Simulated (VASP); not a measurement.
Here is a VASP 6.6.1 calculation.

Contents of INCAR:

```
  PREC = Accurate
  ENCUT = 520
  EDIFF = 1E-6
  ISMEAR = 1
  SIGMA = 0.1
  LREAL = False
  LASPH = True
  NELM = 60
  ALGO = Normal
  ISIF = 2
  LWAVE = False
  LCHARG = False
  GGA = PE
  NBANDS = 12
```

File KPOINTS:

```
Automatic mesh
0
Gamma
  15 15 15
```

POSCAR

```
Cu
1.0
    0.0000000000      1.8145751207      1.8145751207
    1.8145751207      0.0000000000      1.8145751207
    1.8145751207      1.8145751207      0.0000000000
Cu
1
Direct
    0.0000000000      0.0000000000      0.0000000000
```

Potentials or basis: VASP PAW PBE potentials, release 64 (Cu).

Run with:

```bash
$ cat potpaw_PBE.64/Cu/POTCAR > POTCAR
$ mpirun -np 1 vasp_std > vasp.out
```

Problem. Predict the pressure.

Solution. 0.4 GPa.
